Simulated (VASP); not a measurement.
Pt, 2 atoms in the cell. It takes space group P6_3/mmc (No. 194, hexagonal). The conventional cell has a = 2.761 Å, b = 2.761 Å, c = 4.792 Å, α = 90.00°, β = 90.00°, γ = 120.00°. Pt (site symmetry -6m2) has 12 Pt at 2.76 to 2.88 Å within 3.6 Å. This isn't the form of Pt at room conditions, which is fcc.

- Program: VASP 6.6.1
- Task: single point
- Functional: PBEsol
- Potentials or basis: VASP PAW PBE potentials, release 64 (Pt)
- Cutoff: 500 eV
- k mesh: 12 × 12 × 6
- Occupations: gaussian, width 0.25 eV
- Spin: no spin polarisation
- Dipole correction: no
- Further INCAR settings: ALGO = Normal; EDIFF = 1e-06; NBANDS = 17

Potentials or basis: VASP PAW PBE potentials, release 64 (Pt).

The run is started by

```bash
$ cat potpaw_PBE.64/Pt/POTCAR > POTCAR
$ mpirun -np 1 vasp_std > vasp.out
```

Hardware: 1 thread of Intel(R) Xeon(R) 6975P-C (Granite Rapids), with other jobs on the host.

Estimate the wall time of this run.

It took 12 s on 1 thread of Intel(R) Xeon(R) 6975P-C (Granite Rapids), with other jobs on the host, peak memory 0.16 GiB. Counts: scf iterations 12, k points 76.
